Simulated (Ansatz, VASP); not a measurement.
**One calculation of C, two programs**

Contents of INCAR:

```
SYSTEM = C
PREC = Accurate ; ENCUT = 520
EDIFF = 1E-6 ; ISMEAR = -1
SIGMA = 0.05 ; LREAL = .False.
LASPH = .True. ; NELM = 60
ALGO = Normal ; ISIF = 2
LWAVE = .False. ; LCHARG = .False.
NBANDS = 16
```

KPOINTS

```
regular mesh
0
Gamma
  12 12 12
  0 0 0
```

Contents of POSCAR:

```
C
1.0
    1.2494161177      0.7213507319      8.3916093787
   -1.2494161177      0.7213507319      8.3916093787
    0.0000000000     -1.4427014637      8.3916093787
C
4
Direct
    0.0871730800      0.0871730800      0.0871730800
    0.7538500600      0.7538500600      0.7538500600
    0.2461499400      0.2461499400      0.2461499400
    0.9128269200      0.9128269200      0.9128269200
```

Contents of input.yaml:

```yaml
crystal:
  lattice:
    - [1.2494161177, 0.7213507319, 8.3916093787]
    - [-1.2494161177, 0.7213507319, 8.3916093787]
    - [0.0, -1.4427014637, 8.3916093787]
  atoms:
    - { symbol: C, position: [0.08717308, 0.08717308, 0.08717308] }
    - { symbol: C, position: [0.75385006, 0.75385006, 0.75385006] }
    - { symbol: C, position: [0.24614994, 0.24614994, 0.24614994] }
    - { symbol: C, position: [0.91282692, 0.91282692, 0.91282692] }
hamiltonian:
  xc: lda
  pseudopotentials: { kind: paw }
kpoints:
  mp_grid: { grid: [12, 12, 12] }
scf:
  occupations: { method: fermi_dirac, width: 0.05 }
output:
  forces: true
  stress: true
  eigenvalues: true
```

Alike in both runs: task single point; functional LDA; k mesh 12 × 12 × 12; occupations fermi-dirac, width 0.05 eV; no spin polarisation.

|  | VASP | Ansatz |
| --- | --- | --- |
| version | VASP 6.6.1 | Ansatz 0.2.0 |
| potentials or method | VASP PAW LDA potentials, release 64 (C) | Ansatz PAW |
| plane-wave cutoff (eV) | 520 | 420 |
| valence electrons in the cell | 16 | 16 |

```tsv
	VASP	Ansatz	Ansatz less VASP
gap on the k mesh at the Fermi level (eV)	0.18	0.18	-0.001
least direct gap on the mesh (eV)	0.18	0.18	-0.001
pressure (GPa)	-13.3	-13.9	-0.61
traceless stress, the component that is largest in VASP (GPa)	12.37	13.06	+0.694
rms of the force components (eV/Å)	0.004	0.004	0.0000
```

LDA's correlation is that of Perdew and Zunger in VASP and of Perdew and Wang (1992) in Ansatz. Atom by atom the forces differ by 0.000 eV/Å (rms over components).
